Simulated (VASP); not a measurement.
Input of a VASP 6.6.1 run:

File INCAR:

```
SYSTEM = SrO
ALGO     = Normal         ! electronic algorithm
EDIFF    = 1E-6           ! SCF threshold, eV
ENCUT    = 520            ! plane-wave cutoff, eV
GGA      = PE             ! functional
ISIF     = 2              ! what is computed and relaxed
ISMEAR   = 0              ! smearing method
LASPH    = .True.         ! aspherical terms in the spheres
LCHARG   = .False.        ! write CHGCAR
LREAL    = .False.        ! projectors in reciprocal space
LWAVE    = .False.        ! write WAVECAR
NBANDS   = 24             ! bands
NELM     = 80             ! most SCF steps
PREC     = Accurate       ! precision mode
SIGMA    = 0.1            ! smearing width, eV
```

KPOINTS

```
k-points
0
Gamma
  4 4 6
  0 0 0
```

POSCAR

```
SrO
1.0
    3.9532205700     -3.9532205700      0.0000000000
    3.9532205700      3.9532205700      0.0000000000
    0.0000000000      0.0000000000      3.6339537900
Sr O
2 2
Direct
    0.0000000000      0.0000000000      0.0000000000
    0.5000000000      0.5000000000      0.5000000000
    0.6950000000      0.3050000000      0.0000000000
    0.3050000000      0.6950000000      0.0000000000
```

Potentials or basis: VASP PAW PBE potentials, release 64 (Sr_sv, O).

Launch:

```sh
$ cat potpaw_PBE.64/Sr_sv/POTCAR potpaw_PBE.64/O/POTCAR > POTCAR
$ mpirun -np 1 vasp_std > vasp.out
```

Q: Estimate the band gap on the k mesh.

A: Zero (bands 16 and 17 overlap by 0.07 eV).

Q: What does it give for the pressure?

A: -0.6 GPa.

Q: Predict the largest force.

A: 1.463 eV/Å.

Stress tensor (GPa, compression positive):
```
 0.50  0.00  0.00
 0.00 -8.36  0.00
 0.00  0.00  6.14
```

Caveat: the cell differs from its parent crystal (atoms taken out); the stress differs along the axes, from -8 to 6 GPa; semilocal functionals underestimate gaps, and a narrow one can read as zero; forces of over 1 eV/Å act on the atoms, so gaps and moduli don't describe the material at rest.
